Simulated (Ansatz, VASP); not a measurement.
**Two plane-wave programs on Sn2TeO2**

```xyz
5
Lattice="3.0325 -4.9804 0.0000 3.0325 4.9804 0.0000 0.0000 0.0000 3.9559" Properties=species:S:1:pos:R:3 pbc="T T T"
Sn    3.0325   -1.4534    1.9779
Sn    3.0325    1.4534    1.9779
Te    0.0000    0.0000    1.9779
O     0.0000    0.0000    0.0000
O     3.0325    0.0000    0.0000
```

Alike in both runs: functional PBE; k mesh 4 × 4 × 4; occupations gaussian, width 0.1 eV; no spin polarisation.

Ansatz relaxed the structure, and its values are those at the end. VASP's run is a single point on that final structure, the one shown.

|  | VASP | Ansatz |
| --- | --- | --- |
| version | VASP 6.6.1 | Ansatz 0.2.0 |
| potentials or method | VASP PAW PBE potentials, release 64 (Sn_d, Te, O), cutoff 520 eV | scalar-relativistic, plane waves, PAW |
| valence electrons in the cell | 46 | 56 |

VASP gave:

- gap on the k mesh at the Fermi level (eV): none
- pressure (GPa): -0.1
- rms of the force components (eV/Å): 0.006

Which values does Ansatz return?

gap on the k mesh at the Fermi level (eV): none; pressure (GPa): 0.0; rms of the force components (eV/Å): 0.010.

A gap of «none» marks a metal or a gap that the smearing closes. VASP's potentials hold 46 valence electrons a cell and Ansatz's 56, so a difference there can come from the potentials and not from the codes.

The k mesh is coarse, so the values compare programs but aren't converged. Neither program's run includes spin-orbit coupling.
